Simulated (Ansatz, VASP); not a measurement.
**AlP in VASP and in Ansatz**

File INCAR:

```
PREC     = Accurate       # precision mode
ENCUT    = 500            # plane-wave cutoff, eV
EDIFF    = 1E-6           # SCF threshold, eV
ISMEAR   = 0              # smearing method
SIGMA    = 0.01           # smearing width, eV
LREAL    = False          # projectors in reciprocal space
LASPH    = True           # aspherical terms in the spheres
NELM     = 120            # most SCF steps
ALGO     = Normal         # electronic algorithm
ISIF     = 2              # what is computed and relaxed
LWAVE    = False          # write WAVECAR
LCHARG   = False          # write CHGCAR
GGA      = PE             # functional
NBANDS   = 11             # bands
GGA_COMPAT= False
```

File KPOINTS:

```
Automatic mesh
0
Gamma
  4 4 4
```

File POSCAR:

```
AlP
1.0
    0.0000000000      2.7364837130      2.7364837130
    2.7364837130      0.0000000000      2.7364837130
    2.7364837130      2.7364837130      0.0000000000
Al P
1 1
Direct
    0.0000000000      0.0000000000      0.0000000000
    0.7500000000      0.7500000000      0.7500000000
```

Input for Ansatz:

```yaml
crystal:
  lattice:
    - [0.0, 2.736483713, 2.736483713]
    - [2.736483713, 0.0, 2.736483713]
    - [2.736483713, 2.736483713, 0.0]
  atoms:
    - { symbol: Al, position: [0.0, 0.0, 0.0] }
    - { symbol: P, position: [0.75, 0.75, 0.75] }
basis:
  ecutwfc: 420
kpoints:
  mp_grid: { grid: [4, 4, 4] }
hamiltonian:
  xc: pbe
scf:
  occupations: { method: fixed }
output:
  forces: true
  stress: true
  eigenvalues: true
```

Alike in both runs: task single point; functional PBE; k mesh 4 × 4 × 4; no spin polarisation.

```csv
,VASP,Ansatz
version,VASP 6.6.1,Ansatz 0.2.0
potentials or method,"VASP PAW PBE potentials, release 64 (Al, P), cutoff 500 eV","scalar-relativistic, plane waves, PAW"
occupations,"gaussian, width 0.01 eV",fixed
valence electrons in the cell,8,8
```

|  | VASP | Ansatz | Ansatz less VASP |
| --- | --- | --- | --- |
| gap on the k mesh at the Fermi level (eV) | 1.57 | 1.57 | +0.002 |
| least direct gap on the mesh (eV) | 3.24 | 3.24 | +0.002 |
| pressure (GPa) | 1.9 | 2.0 | +0.10 |

The k mesh is coarse, so the values compare programs but aren't converged.
